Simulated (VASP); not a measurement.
A run of VASP 6.6.1 is set up as follows.

File POSCAR:

```
AlN
1.0
    3.1065679352      0.0000000000      0.0000000000
   -1.5532839676      2.6903667505      0.0000000000
    0.0000000000      0.0000000000      4.9780667183
Al N
2 2
Direct
    0.3333333333      0.6666666667      0.0001738566
    0.6666666667      0.3333333333      0.5001738566
    0.3333333333      0.6666666667      0.3818261434
    0.6666666667      0.3333333333      0.8818261434
```

The input INCAR.step1:

```
PREC = Accurate
ENCUT = 520
ISMEAR = 0
SIGMA = 0.01
LREAL = F
LASPH = T
NELM = 80
NBANDS = 16
GGA = PE
ALGO = Normal
EDIFF = 1E-4
LWAVE = T
LCHARG = F
```

Contents of INCAR.step2:

```
PREC = Accurate
ENCUT = 520
EDIFF = 1E-6
ISMEAR = 0
SIGMA = 0.01
LREAL = F
LASPH = T
NELM = 80
ALGO = Normal
ISIF = 2
LWAVE = F
LCHARG = F
METAGGA = R2SCAN
LMIXTAU = T
NBANDS = 16
ISTART = 1
```

Contents of KPOINTS:

```
regular mesh
0
Gamma
  9 9 6
```

Potentials or basis: VASP PAW PBE potentials, release 64 (Al, N).

The run is started by

```console
$ cat potpaw_PBE.64/Al/POTCAR potpaw_PBE.64/N/POTCAR > POTCAR
$ cp INCAR.step1 INCAR
$ mpirun -np 1 vasp_std > vasp.out
$ cp INCAR.step2 INCAR
$ mpirun -np 1 vasp_std > vasp.out
```

Problem. Predict the band gap on the k mesh.

Solution. 4.92 eV, direct.

Problem. Predict the pressure.

Solution. -0.4 GPa.

Caveat: the PAW data sets were made with another functional, which shifts forces and pressure a little. r2SCAN opens gaps a little over a GGA but as a rule still falls short of measured ones.
